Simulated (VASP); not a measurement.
The system is Al.

```xyz
1
Lattice="0.0000 2.0248 2.0248 2.0248 0.0000 2.0248 2.0248 2.0248 0.0000" Properties=species:S:1:pos:R:3 pbc="T T T"
Al    0.0000    0.0000    0.0000
```

- Program: VASP 6.6.1
- Task: relaxation of cell and atoms
- Functional: LDA
- Potentials or basis: VASP PAW LDA potentials, release 64 (Al)
- Cutoff: 600 eV
- k mesh: 11 × 11 × 11
- Occupations: gaussian, width 0.1 eV
- Spin: no spin polarisation

At the start: pressure -3.6 GPa; volume 16.60 Å³/atom.

Q: Where does the relaxation end?

A: Over 3 steps the energy falls by 8.9 meV/atom and the volume is 15.84 Å³/atom (-4.6 %); space group Fm-3m (No. 225, to 0.05 Å).

Step by step:
```csv
step,energy change (eV),largest force (eV/Å),pressure (GPa),volume (Å³)
1,0.0000,0.0000,-3.61,16.60
2,-0.0087,0.0000,0.68,15.72
3,-0.0089,0.0000,0.01,15.84
```

Final structure:
```
CELL_PARAMETERS angstrom
0.00000 1.99339 1.99339
1.99339 0.00000 1.99339
1.99339 1.99339 0.00000
ATOMIC_POSITIONS crystal
Al 0.00000 0.00000 0.00000
```
